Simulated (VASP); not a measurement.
# Cr (Fm-3m) in VASP: notebook

Cr is run at these levels: PBE; tasks: single point.

Everything below comes from runs of VASP 6.6.1. Logs are shortened: lines on timing, memory, paths and dates and some standing lists are left out, and cuts for length are marked.

## Step 1: The cell of the first run

The structure is cubic, space group Fm-3m (No. 225). Conventional cell: a = 3.599 Å, b = 3.599 Å, c = 3.599 Å, α = 90.00°, β = 90.00°, γ = 90.00°. Within 3.4 Å of Cr (site symmetry m-3m) lie 12 Cr at 2.54 Å.

This isn't the form of Cr at room conditions, which is bcc.

## Step 2: Single point, PBE

The input, INCAR:

```
SYSTEM = Cr
ALGO = Normal ; EDIFF = 1E-6
ENCUT = 500 ; GGA = PE
GGA_COMPAT = .False. ; ISIF = 2
ISMEAR = -1 ; LASPH = .True.
LCHARG = .True. ; LELF = .True.
LREAL = .False. ; LVHAR = .True.
LWAVE = .False. ; NBANDS = 12
NELM = 120 ; PREC = Accurate
SIGMA = 0.06122561905347299
```

The input, KPOINTS:

```
k-points
0
Gamma
  52 52 52
  0 0 0
```

The input, POSCAR:

```
Cr
1.0
    0.0000000000      1.7995809415      1.7995809415
    1.7995809415      0.0000000000      1.7995809415
    1.7995809415      1.7995809415      0.0000000000
Cr
1
Direct
    0.0000000000      0.0000000000      0.0000000000
```

Potentials or basis: VASP PAW PBE potentials, release 64 (Cr_pv).

Run with:

```console
$ cat potpaw_PBE.64/Cr_pv/POTCAR > POTCAR
$ mpirun -np 1 vasp_std > vasp.out
```

OUTCAR:

```text
SYSTEM = Cr
   EDIFF = 1E-6
   ENCUT = 500
   GGA = PE
   ISIF = 2
   ISMEAR = -1
   LASPH = .True.
   LREAL = .False.
   NELM = 120
   PREC = Accurate

 ion  position               nearest neighbor table
   1  0.000  0.000  0.000-

  LATTYP: Found a face centered cubic cell.
 ALAT       =     3.5991618830

  Lattice vectors:

 A1 = (   0.0000000000,   1.7995809415,   1.7995809415)
 A2 = (   1.7995809415,   0.0000000000,   1.7995809415)
 A3 = (   1.7995809415,   1.7995809415,   0.0000000000)

Analysis of symmetry for initial positions (statically):
=====================================================================
 Subroutine PRICEL returns:
 Original cell was already a primitive cell.

 Routine SETGRP: Setting up the symmetry group for a
 face centered cubic supercell.

 Subroutine GETGRP returns: Found 48 space group operations
 (whereof 48 operations were pure point group operations)
 out of a pool of 48 trial point group operations.

The static configuration has the point symmetry O_h .

Analysis of symmetry for dynamics (positions and initial velocities):
=====================================================================
 Subroutine PRICEL returns:
 Original cell was already a primitive cell.

 Routine SETGRP: Setting up the symmetry group for a
 face centered cubic supercell.

 Subroutine GETGRP returns: Found 48 space group operations
 (whereof 48 operations were pure point group operations)
 out of a pool of 48 trial point group operations.

The dynamic configuration has the point symmetry O_h .

 Subroutine INISYM returns: Found 48 space group operations
 (whereof 48 operations are pure point group operations),
 and found     1 'primitive' translations

----------------------------------------------------------------------------------------

                                     Primitive cell

  volume of cell :      11.6559

  direct lattice vectors                    reciprocal lattice vectors
     0.000000000  1.799580941  1.799580941    -0.277842462  0.277842462  0.277842462
     1.799580941  0.000000000  1.799580941     0.277842462 -0.277842462  0.277842462
     1.799580941  1.799580941  0.000000000     0.277842462  0.277842462 -0.277842462

  length of vectors
     2.544991774  2.544991774  2.544991774     0.481237261  0.481237261  0.481237261

  position of ions in fractional coordinates (direct lattice)
     0.000000000  0.000000000  0.000000000

  ion indices of the primitive-cell ions
   primitive index   ion index
                 1           1

----------------------------------------------------------------------------------------

 KPOINTS: k-points

Automatic generation of k-mesh.
 Grid dimensions read from file:
 generate k-points for:   52   52   52

 Generating k-lattice:

  Cartesian coordinates                     Fractional coordinates (reciprocal lattice)
    -0.005343124  0.005343124  0.005343124     0.019230769  0.000000000  0.000000000
     0.005343124 -0.005343124  0.005343124     0.000000000  0.019230769  0.000000000
     0.005343124  0.005343124 -0.005343124     0.000000000  0.000000000  0.019230769

  Length of vectors
     0.009254563  0.009254563  0.009254563

  Shift w.r.t. Gamma in fractional coordinates (k-lattice)
     0.000000000  0.000000000  0.000000000

 Subroutine IBZKPT returns following result:
 ===========================================

 Found   3472 irreducible k-points:

 Following reciprocal coordinates:
            Coordinates               Weight
  0.000000  0.000000  0.000000      1.000000
  0.019231  0.000000  0.000000      8.000000
  0.038462  0.000000  0.000000      8.000000
  0.057692  0.000000  0.000000      8.000000
  0.076923  0.000000  0.000000      8.000000
  0.096154  0.000000  0.000000      8.000000
[... 16 lines left out ...]
  0.423077  0.000000  0.000000      8.000000
  0.442308  0.000000  0.000000      8.000000
 [... further k-points ...]
   k-points           NKPTS =   3472   k-points in BZ     NKDIM =   3472   number of bands    NBANDS=     12
   number of dos      NEDOS =    301   number of ions     NIONS =      1
   total plane-waves  NPLWV =   8000
   dimension x,y,z NGX =    20 NGY =   20 NGZ =   20
   dimension x,y,z NGXF=    40 NGYF=   40 NGZF=   40
   ions per type =               1
   NGX,Y,Z   is equivalent  to a cutoff of  13.06, 13.06, 13.06 a.u.
   NGXF,Y,Z  is equivalent  to a cutoff of  26.13, 26.13, 26.13 a.u.
 SYSTEM =  Cr
   PREC   = accura    normal or accurate (medium, high low for compatibility)
   ISTART =      0    job   : 0-new  1-cont  2-samecut
   ICHARG =      2    charge: 1-file 2-atom 10-const
   ISPIN  =      1    spin polarized calculation?
   LNONCOLLINEAR =      F non collinear calculations
   LSORBIT =      F    spin-orbit coupling
   LASPH  =      T    aspherical Exc in radial PAW
   ENCUT  =  500.0 eV  36.75 Ry    6.06 a.u.   4.64  4.64  4.64*2*pi/ulx,y,z
   NELM   =    120;   NELMIN=  2; NELMDL= -5     # of ELM steps
   EDIFF  = 0.1E-05   stopping-criterion for ELM
   LREAL  =      F    real-space projection
   EDIFFG = 0.1E-04   stopping-criterion for IOM
   NSW    =      0    number of steps for IOM
   IBRION =     -1    ionic relax: 0-MD 1-quasi-New 2-CG
   NFREE  =      0    steps in history (QN), initial steepest desc. (CG)
   ISIF   =      2    stress and relaxation
   ISYM   =      2    0-nonsym 1-usesym 2-fastsym
   POTIM  = 0.5000    time-step for ionic-motion
   TEBEG  =    0.0;   TEEND  =   0.0 temperature during run
   PSTRESS=    0.0 pullay stress
   NELECT =      12.0000    total number of electrons
   NUPDOWN=      -1.0000    fix difference up-down
   EMIN   =  10.00;   EMAX   =-10.00  energy-range for DOS
   EFERMI =   0.00;   METHOD = LEGACY
   ISMEAR =    -1;   SIGMA  =   0.06  broadening in eV -4-tet -1-fermi 0-gaus
   EFERMI_NEDOS =   21; number of points for ismear=-14 and -15
   IALGO  =     38    algorithm
   IMIX   =      4    mixing-type and parameters
     AMIX     =   0.40;   BMIX     =  1.00
     AMIX_MAG =   1.60;   BMIX_MAG =  1.00
  volume/ion in A,a.u.               =      11.66        78.66
  Fermi-wavevector in a.u.,A,eV,Ry     =   1.653055  3.123820 37.179137  2.732589
  Thomas-Fermi vector in A             =   2.741558
   LORBIT       =      0    0 simple, 1 ext, 2 COOP (PROOUT), +10 PAW based schemes
[... 43 lines left out ...]

 k-point     2 :       0.0192    0.0000    0.0000
  band No.  band energies     occupation
      1     -31.7444      2.00000
      2     -31.7414      2.00000
      3     -31.7414      2.00000
      4       3.0435      2.00000
      5      10.1441      1.99870
      6      10.1570      1.99839
      7      10.1570      1.99839
      8      11.9543      0.00000
      9      11.9543      0.00000
     10      18.1377      0.00000
     11      30.5267      0.00000
     12      36.0830      0.00000

 k-point     3 :       0.0385    0.0000    0.0000
  band No.  band energies     occupation
      1     -31.7545      2.00000
      2     -31.7427      2.00000
      3     -31.7427      2.00000
      4       3.0895      2.00000
      5      10.1217      1.99910
      6      10.1727      1.99793
      7      10.1727      1.99793
      8      11.9452      0.00000
      9      11.9452      0.00000
     10      18.1377      0.00000
     11      30.5480      0.00000
     12      35.6488      0.00000

 k-point     4 :       0.0577    0.0000    0.0000
  band No.  band energies     occupation
      1     -31.7713      2.00000
      2     -31.7448      2.00000
      3     -31.7448      2.00000
      4       3.1658      2.00000
      5      10.0852      1.99950
      6      10.1980      1.99687
      7      10.1980      1.99687
      8      11.9310      0.00000
      9      11.9310      0.00000
     10      18.1377      0.00000
     11      30.5766      0.00000
     12      35.0559      0.00000

 k-point     5 :       0.0769    0.0000    0.0000
  band No.  band energies     occupation
      1     -31.7943      2.00000
      2     -31.7476      2.00000
      3     -31.7476      2.00000
      4       3.2714      2.00000
      5      10.0360      1.99978
      6      10.2317      1.99457
      7      10.2317      1.99457
      8      11.9131      0.00000
      9      11.9131      0.00000
     10      18.1377      0.00000
     11      30.6014      0.00000
     12      34.3917      0.00000

 k-point     6 :       0.0962    0.0000    0.0000
  band No.  band energies     occupation
      1     -31.8233      2.00000
      2     -31.7513      2.00000
      3     -31.7513      2.00000
      4       3.4056      2.00000
      5       9.9760      1.99992
      6      10.2720      1.98954
      7      10.2720      1.98954
      8      11.8935      0.00000
      9      11.8935      0.00000
     10      18.1376      0.00000
     11      30.6024      0.00000
     12      33.7150      0.00000

 k-point     7 :       0.1154    0.0000    0.0000
  band No.  band energies     occupation
      1     -31.8577      2.00000
      2     -31.7556      2.00000
      3     -31.7556      2.00000
      4       3.5667      2.00000
      5       9.9076      1.99997
      6      10.3165      1.97850
      7      10.3165      1.97850
      8      11.8750      0.00000
      9      11.8750      0.00000
     10      18.1376      0.00000
     11      30.5449      0.00000
     12      33.0767      0.00000

 k-point     8 :       0.1346    0.0000    0.0000
  band No.  band energies     occupation
      1     -31.8970      2.00000
      2     -31.7606      2.00000
      3     -31.7606      2.00000
      4       3.7531      2.00000
      5       9.8335      1.99999
      6      10.3618      1.95544
      7      10.3618      1.95543
      8      11.8610      0.00000
      9      11.8610      0.00000
     10      18.1375      0.00000
     11      30.3736      0.00000
     12      32.5354      0.00000
[... 166 lines left out ...]
 k-point    20 :       0.3654    0.0000    0.0000
  band No.  band energies     occupation
      1     -32.4892      2.00000
      2     -31.8367      2.00000
      3     -31.8367      2.00000
      4       6.3886      2.00000
      5      10.1436      1.99871
      6      10.1984      1.99685
      7      10.1984      1.99685
      8      12.7493      0.00000
      9      12.7493      0.00000
     10      18.1350      0.00000
     11      22.7065      0.00000
     12      30.1421      0.00000

 k-point    21 :       0.3846    0.0000    0.0000
  band No.  band energies     occupation
      1     -32.5263      2.00000
      2     -31.8415      2.00000
      3     -31.8415      2.00000
      4       6.4720      2.00000
      5      10.1560      1.99842
      6      10.1560      1.99842
      7      10.3874      1.93305
      8      12.8556      0.00000
      9      12.8556      0.00000
     10      18.1344      0.00000
     11      22.1230      0.00000
     12      29.9741      0.00000

 k-point    22 :       0.4038    0.0000    0.0000
  band No.  band energies     occupation
      1     -32.5585      2.00000
      2     -31.8458      2.00000
      3     -31.8458      2.00000
      4       6.5299      2.00000
      5      10.1182      1.99915
      6      10.1182      1.99915
      7      10.6443      0.60640
      8      12.9512      0.00000
      9      12.9512      0.00000
     10      18.1336      0.00000
     11      21.5902      0.00000
     12      29.8262      0.00000

 k-point    23 :       0.4231    0.0000    0.0000
  band No.  band energies     occupation
      1     -32.5854      2.00000
      2     -31.8493      2.00000
      3     -31.8493      2.00000
      4       6.5681      2.00000
      5      10.0860      1.99950
      6      10.0860      1.99950
      7      10.8960      0.01417
      8      13.0334      0.00000
      9      13.0334      0.00000
     10      18.1327      0.00000
     11      21.1210      0.00000
     12      29.7015      0.00000

 k-point    24 :       0.4423    0.0000    0.0000
  band No.  band energies     occupation
      1     -32.6067      2.00000
      2     -31.8521      2.00000
      3     -31.8521      2.00000
      4       6.5922      2.00000
      5      10.0602      1.99967
      6      10.0602      1.99967
      7      11.1225      0.00035
      8      13.0999      0.00000
      9      13.0999      0.00000
     10      18.1315      0.00000
     11      20.7305      0.00000
     12      29.6023      0.00000

 [... further k-points ...]
[... 5 lines left out ...]
  --------------------------------------------------------------------------------------
  -------------------------------------------------------------------------------------
  Total        0.3081245      0.3081245      0.3081245     -0.0000000     -0.0000000      0.0000000
  in kB       42.3538257     42.3538257     42.3538257     -0.0000000     -0.0000000      0.0000000
  external PRESSURE =      42.3538257 kB  Pullay stress =       0.0000000 kB

 VOLUME and BASIS-vectors are now :
 -----------------------------------------------------------------------------
  energy-cutoff  :      500.00
  volume of cell :       11.66
      direct lattice vectors                 reciprocal lattice vectors
     0.000000000  1.799580941  1.799580941    -0.277842462  0.277842462  0.277842462
     1.799580941  0.000000000  1.799580941     0.277842462 -0.277842462  0.277842462
     1.799580941  1.799580941  0.000000000     0.277842462  0.277842462 -0.277842462

 POSITION                                       TOTAL-FORCE (eV/Angst)
 -----------------------------------------------------------------------------------
      0.00000      0.00000      0.00000         0.000000      0.000000      0.000000
 -----------------------------------------------------------------------------------
    total drift:                               -0.000000     -0.000000     -0.000000

  FREE ENERGIE OF THE ION-ELECTRON SYSTEM (eV)
  ---------------------------------------------------
  free  energy   TOTEN  =        -9.1310376087 eV

  energy  without entropy=       -9.1087977784  energy(sigma->0) =       -9.11991769
```

It took 6.2 min on 1 thread of Oxide Virtual Turin-like, shared host; peak memory 0.48 GiB.

Results:

```yaml
Free_energy: -9.1310 eV
Pressure: 4.2 GPa
Band_gap_on_the_k_mesh: zero (bands 6 and 7 overlap by 3.01 eV)
```

Caveat: the cell stands under pressure; the run has no spin polarisation, though such a crystal can be magnetic. Spin polarisation is off, so any magnetic state and its effect on volume and gap are missing.

## Step 3: Single point, PBE

This run uses another cell than the first one, of 11.89 Å³/atom.

The input, INCAR:

```
PREC = Accurate
ENCUT = 500
EDIFF = 1E-6
ISMEAR = -1
SIGMA = 0.06122561905347299
LREAL = False
LASPH = True
NELM = 120
ALGO = Normal
ISIF = 2
LWAVE = False
LCHARG = False
GGA = PE
NBANDS = 12
GGA_COMPAT = False
```

The input, KPOINTS:

```
Automatic mesh
0
Gamma
  52 52 52
```

The input, POSCAR:

```
Cr
1.0
    0.0000000000      1.8117406411      1.8117406411
    1.8117406411      0.0000000000      1.8117406411
    1.8117406411      1.8117406411      0.0000000000
Cr
1
Direct
    0.0000000000      0.0000000000      0.0000000000
```

Potentials or basis: VASP PAW PBE potentials, release 64 (Cr_pv).

Run with:

```console
$ cat potpaw_PBE.64/Cr_pv/POTCAR > POTCAR
$ mpirun -np 1 vasp_std > vasp.out
```

Wall time 5.6 min (1 thread of Oxide Virtual Turin-like, shared host); peak memory 0.49 GiB.

Results (log left out):

* Free energy: -9.1339 eV
* Pressure: -0.7 GPa
* Band gap on the k mesh: zero (bands 6 and 7 overlap by 2.92 eV)

Levels at points of the mesh, in eV from the Fermi level:
| k point | band 3 | band 4 | band 5 | band 6 | band 7 | band 8 | band 9 | band 10 |
| --- | --- | --- | --- | --- | --- | --- | --- | --- |
| (0.00, 0.00, 0.00) | -42.37 | -7.50 | -0.43 | -0.43 | -0.43 | 1.33 | 1.33 | 7.52 |
| (0.50, 0.00, 0.00) | -42.48 | -3.90 | -0.55 | -0.55 | 0.82 | 2.52 | 2.52 | 7.51 |
| (0.50, 0.50, 0.00) | -42.67 | -4.10 | -3.26 | 2.49 | 2.83 | 2.83 | 3.70 | 7.52 |

Caveat: the run has no spin polarisation, though such a crystal can be magnetic. Spin polarisation is off, so any magnetic state and its effect on volume and gap are missing.

## Step 4: Single point, PBE

This run uses another cell than the first one, of 12.13 Å³/atom.

The input, INCAR:

```
PREC     = Accurate       # precision mode
ENCUT    = 500            # plane-wave cutoff, eV
EDIFF    = 1E-6           # SCF threshold, eV
ISMEAR   = -1             # smearing method
SIGMA    = 0.06122561905347299 # smearing width, eV
LREAL    = False          # projectors in reciprocal space
LASPH    = True           # aspherical terms in the spheres
NELM     = 120            # most SCF steps
ALGO     = Normal         # electronic algorithm
ISIF     = 2              # what is computed and relaxed
LWAVE    = False          # write WAVECAR
LCHARG   = True           # write CHGCAR
GGA      = PE             # functional
LELF     = True           # ELF
LVHAR    = True         
NBANDS   = 12             # bands
GGA_COMPAT= False
```

KPOINTS is that of step 3.

The input, POSCAR:

```
Cr
1.0
    0.0000000000      1.8237392731      1.8237392731
    1.8237392731      0.0000000000      1.8237392731
    1.8237392731      1.8237392731      0.0000000000
Cr
1
Direct
    0.0000000000      0.0000000000      0.0000000000
```

Run with:

```console
$ cat potpaw_PBE.64/Cr_pv/POTCAR > POTCAR
$ mpirun -np 1 vasp_std > vasp.out
```

Wall time 6.4 min (1 thread of Oxide Virtual Turin-like, shared host); peak memory 0.51 GiB.

It converged, with:

* Free energy: -9.1297 eV
* Pressure: -5.2 GPa
* Band gap on the k mesh: zero (bands 6 and 7 overlap by 2.84 eV)

Levels at points of the mesh, in eV from the Fermi level:
```
           k point  band 2  band 3  band 4  band 5  band 6  band 7  band 8  band 9  band 10  band 11
(0.00, 0.00, 0.00)  -42.41  -42.41   -7.43   -0.41   -0.41   -0.41    1.29    1.29     7.50    19.67
(0.50, 0.00, 0.00)  -42.51  -42.51   -3.82   -0.53   -0.53    0.78    2.45    2.45     7.49     9.12
(0.50, 0.50, 0.00)  -42.68  -42.68   -3.99   -3.17    2.43    2.76    2.76    3.61     7.49    12.09
```

Caveat: the cell stands under tension; the run has no spin polarisation, though such a crystal can be magnetic.

## Step 5: Single point, PBE

This run uses another cell than the first one, of 12.37 Å³/atom.

The input, INCAR:

```
ALGO = Normal ; EDIFF = 1E-6
ENCUT = 500 ; GGA = PE
GGA_COMPAT = F ; ISIF = 2
ISMEAR = -1 ; LASPH = T
LCHARG = F ; LREAL = F
LWAVE = F ; NBANDS = 12
NELM = 120 ; PREC = Accurate
SIGMA = 0.06122561905347299
```

The input, KPOINTS:

```
k-points
0
Gamma
  52 52 52
```

The input, POSCAR:

```
Cr
1.0
    0.0000000000      1.8355820678      1.8355820678
    1.8355820678      0.0000000000      1.8355820678
    1.8355820678      1.8355820678      0.0000000000
Cr
1
Direct
    0.0000000000      0.0000000000      0.0000000000
```

Run with:

```console
$ cat potpaw_PBE.64/Cr_pv/POTCAR > POTCAR
$ mpirun -np 1 vasp_std > vasp.out
```

Run time: 4.8 min. Hardware: 1 thread of Oxide Virtual Turin-like, shared host; peak memory 0.51 GiB.

It converged, with:

```yaml
Free_energy: -9.1192 eV
Pressure: -9.2 GPa
Band_gap_on_the_k_mesh: zero (bands 6 and 7 overlap by 2.76 eV)
```

Levels at points of the mesh, in eV from the Fermi level:
```tsv
k point	band 3	band 4	band 5	band 6	band 7	band 8	band 9	band 10
(0.00, 0.00, 0.00)	-42.44	-7.36	-0.40	-0.40	-0.40	1.26	1.26	7.48
(0.50, 0.00, 0.00)	-42.54	-3.74	-0.51	-0.51	0.75	2.39	2.39	7.46
(0.50, 0.50, 0.00)	-42.70	-3.89	-3.09	2.36	2.68	2.68	3.52	7.47
```

Caveat: the cell stands under tension; the run has no spin polarisation, though such a crystal can be magnetic. Spin polarisation is off, so any magnetic state and its effect on volume and gap are missing.

## Step 6: Overview

```tsv
cell	gap on the mesh (eV)	pressure (GPa)
a = 2.545 Å, angles 60.0°, 1 atom	none	4.2
a = 2.562 Å, angles 60.0°, 1 atom	none	-0.7
a = 2.579 Å, angles 60.0°, 1 atom	none	-5.2
a = 2.596 Å, angles 60.0°, 1 atom	none	-9.2
```

Alike in all rows: task single point; level PBE; potentials or basis VASP PAW PBE potentials, release 64 (Cr_pv); no spin polarisation; k mesh 52 × 52 × 52; cutoff (eV) 500; smearing fermi-dirac 0.0612256 eV.

Caveats: the run has no spin polarisation, though such a crystal can be magnetic; the cell stands under tension (at least some runs); the cell stands under pressure (at least some runs).

Absolute energies hang on the potentials; compare differences alone.
